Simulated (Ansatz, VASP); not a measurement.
Given: the input of a run of VASP 6.6.1 on Rh.

INCAR

```
  PREC = Accurate
  ENCUT = 520
  EDIFF = 1E-7
  ISMEAR = 0
  SIGMA = 0.1
  LREAL = F
  LASPH = T
  NELM = 100
  ALGO = Fast
  ISIF = 2
  LWAVE = F
  LCHARG = T
  GGA = PE
  LELF = T
  LVHAR = T
  NBANDS = 14
```

KPOINTS

```
Automatic mesh
0
Gamma
  12 12 12
```

POSCAR

```
Rh
1.0
    0.0000000000      1.8978500000      1.8978500000
    1.8978500000      0.0000000000      1.8978500000
    1.8978500000      1.8978500000      0.0000000000
Rh
1
Direct
    0.0000000000      0.0000000000      0.0000000000
```

Potentials or basis: VASP PAW PBE potentials, release 64 (Rh_pv).

Launch:

```console
$ cat potpaw_PBE.64/Rh_pv/POTCAR > POTCAR
$ mpirun -np 1 vasp_std > vasp.out
```

Problem. Translate it to Ansatz 0.2.0. Potentials there: all-electron LAPW, scalar-relativistic.

Solution. As run (the cutoff follows the program's own potentials):

File input.yaml:

```yaml
crystal:
  lattice:
    - [0.0, 1.89785, 1.89785]
    - [1.89785, 0.0, 1.89785]
    - [1.89785, 1.89785, 0.0]
  atoms:
    - { symbol: Rh, position: [0.0, 0.0, 0.0] }
kpoints:
  mp_grid: { grid: [12, 12, 12] }
scf:
  occupations: { method: gaussian, width: 0.1 }
hamiltonian:
  xc: pbe
  pseudopotentials: { kind: all_electron, lapw: { basis_error: 0.001 } }
output:
  forces: true
  stress: true
  eigenvalues: true
```

Potentials or basis: all-electron LAPW, scalar-relativistic.

Launch:

```console
$ ansatz run input.yaml --threads 1 --pin off --max-ram 3072MiB --backend cpu --events-out ev --progress --plain --runs-dir out
```

Both were run:

|  | VASP | Ansatz | Ansatz less VASP |
| --- | --- | --- | --- |
| gap on the k mesh at the Fermi level (eV) | none | none | - |
| pressure (GPa) | 7.3 | 7.2 | -0.06 |

A gap of «none» marks a metal or a gap that the smearing closes. Ansatz ran all-electron here, and VASP with PAW potentials.
